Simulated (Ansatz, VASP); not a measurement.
SrTiO3 in VASP and in Ansatz

The input INCAR:

```
PREC = Accurate
ENCUT = 520
EDIFF = 1E-6
ISMEAR = -1
SIGMA = 0.05
LREAL = F
LASPH = T
NELM = 80
ALGO = Normal
ISIF = 2
LWAVE = F
LCHARG = F
GGA = PS
NBANDS = 28
```

File KPOINTS:

```
regular mesh
0
Gamma
  7 7 7
```

The input POSCAR:

```
SrTiO3
1.0
    3.8659500000      0.0000000000      0.0000000000
    0.0000000000      3.8659500000      0.0000000000
    0.0000000000      0.0000000000      3.9050000000
Sr Ti O
1 1 3
Direct
    0.0000000000      0.0000000000      0.0000000000
    0.5000000000      0.5000000000      0.5000000000
    0.0000000000      0.5000000000      0.5000000000
    0.5000000000      0.0000000000      0.5000000000
    0.5000000000      0.5000000000      0.0000000000
```

Input for Ansatz:

```yaml
crystal:
  lattice:
    - [3.86595, 0.0, 0.0]
    - [0.0, 3.86595, 0.0]
    - [0.0, 0.0, 3.905]
  atoms:
    - { symbol: Sr, position: [0.0, 0.0, 0.0] }
    - { symbol: Ti, position: [0.5, 0.5, 0.5] }
    - { symbol: O, position: [0.0, 0.5, 0.5] }
    - { symbol: O, position: [0.5, 0.0, 0.5] }
    - { symbol: O, position: [0.5, 0.5, 0.0] }
kpoints:
  mp_grid: { grid: [7, 7, 7] }
  band_path:
    path:
      - [0.0, 0.0, 0.0]
      - [0.0, 0.5, 0.0]
      - [0.5, 0.5, 0.0]
      - [0.0, 0.0, 0.0]
      - [0.0, 0.0, 0.5]
      - [0.0, 0.5, 0.5]
      - [0.5, 0.5, 0.5]
      - [0.0, 0.0, 0.5]
      - [0.0, 0.5, 0.0]
    npoints: 5
scf:
  occupations: { method: fermi_dirac, width: 0.05 }
hamiltonian:
  xc: pbesol
  pseudopotentials: { kind: all_electron, lapw: { basis_error: 0.001 } }
output:
  forces: true
  stress: true
  eigenvalues: true
```

Change from the starting cell: equal xx and yy strain of -1 %.

Alike in both runs: task single point; functional PBEsol; k mesh 7 × 7 × 7; occupations fermi-dirac, width 0.05 eV; no spin polarisation.

|  | VASP | Ansatz |
| --- | --- | --- |
| version | VASP 6.6.1 | Ansatz 0.2.0 |
| potentials or method | VASP PAW PBE potentials, release 64 (Sr_sv, Ti_sv, O), cutoff 520 eV | all-electron LAPW, scalar-relativistic |

VASP gave:

| Quantity | Value |
| --- | --- |
| gap on the k mesh at the Fermi level (eV) | 1.90 |
| pressure (GPa) | 2.5 |
| traceless stress, the component that is largest in VASP (GPa) | -1.72 |

Estimate Ansatz's values.

gap on the k mesh at the Fermi level (eV): 1.92; pressure (GPa): 1.8; traceless stress, the component that is largest in VASP (GPa): -1.69.

VASP's potentials were made for PBE, not for PBEsol. Ansatz ran all-electron here, and VASP with PAW potentials.
